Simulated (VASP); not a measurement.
Wanted: the native input for a VASP 6.6.1 run.

| Quantity | Value |
| --- | --- |
| Task | single point |
| Functional | PBE |
| Potentials or basis | VASP PAW PBE potentials, release 64 (Zn, Se, S) |
| Cutoff | 520 eV |
| k mesh | 8 × 8 × 4 |
| Occupations | gaussian, width 0.02 eV |
| Spin | no spin polarisation |
| Dipole correction | no |
| Further INCAR settings | ALGO = Normal; EDIFF = 1e-06; NBANDS = 46 |

The structure of Zn4SeS3 lies in POSCAR:

```
Zn4SeS3
1.0
    3.9006319000      0.0000000000      0.0000000000
    0.0000000000      3.9006319000      0.0000000000
    0.0000000000      0.0000000000     11.0276118000
Zn Se S
4 1 3
Direct
    0.5000000000      0.0000000000      0.8785220000
    0.0000000000      0.5000000000      0.1214780000
    0.5000000000      0.0000000000      0.3648750000
    0.0000000000      0.5000000000      0.6351250000
    0.0000000000      0.0000000000      0.5000000000
    0.0000000000      0.0000000000      0.0000000000
    0.5000000000      0.5000000000      0.2431810000
    0.5000000000      0.5000000000      0.7568190000
```

The input as run:

INCAR

```
SYSTEM = Zn4SeS3
  PREC = Accurate
  ENCUT = 520
  EDIFF = 1E-6
  ISMEAR = 0
  SIGMA = 0.02
  LREAL = .FALSE.
  LASPH = .TRUE.
  NELM = 100
  ALGO = Normal
  ISIF = 2
  LWAVE = .FALSE.
  LCHARG = .FALSE.
  GGA = PE
  NBANDS = 46
```

KPOINTS

```
Automatic mesh
0
G
  8 8 4
  0 0 0
```

Potentials or basis: VASP PAW PBE potentials, release 64 (Zn, Se, S).

Launch:

```sh
$ cat potpaw_PBE.64/Zn/POTCAR potpaw_PBE.64/Se/POTCAR potpaw_PBE.64/S/POTCAR > POTCAR
$ mpirun -np 1 vasp_std > vasp.out
```

It gave:

The pressure is 0.2 GPa and the largest force is 0.006 eV/Å. The band gap on the k mesh is 1.70 eV, direct.

Wall time 11 min on 1 thread of Oxide Virtual Turin-like Processor, on a shared host, peak memory 0.4 GiB.
